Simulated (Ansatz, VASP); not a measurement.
One calculation of NaCl, two programs

```
CELL_PARAMETERS angstrom
0.00000 2.80092 2.80092
2.80092 0.00000 2.80092
2.80092 2.80092 0.00000
ATOMIC_POSITIONS crystal
Na 0.00000 0.00000 0.00000
Cl 0.50000 0.50000 0.50000
```

Alike in both runs: functional PBEsol; k mesh 8 × 8 × 8; occupations fermi-dirac, width 0.02 eV; no spin polarisation.

Ansatz relaxed the structure, and its values are those at the end. VASP's run is a single point on that final structure, the one shown.

|  | VASP | Ansatz |
| --- | --- | --- |
| version | VASP 6.6.1 | Ansatz 0.2.0 |
| potentials or method | VASP PAW PBE potentials, release 64 (Na_pv, Cl), cutoff 520 eV | PAW plane waves |
| valence electrons in the cell | 14 | 16 |

|  | VASP | Ansatz | Ansatz less VASP |
| --- | --- | --- | --- |
| gap on the k mesh at the Fermi level (eV) | 5.01 | 5.01 | +0.006 |
| pressure (GPa) | 0.0 | 0.0 | -0.02 |

VASP's potentials were made for PBE, not for PBEsol, and Ansatz warns of the same on its side. With one functional, cell and mesh, what is left measures potentials, basis and numerics. VASP's potentials hold 14 valence electrons a cell and Ansatz's 16, so a difference there can come from the potentials and not from the codes.
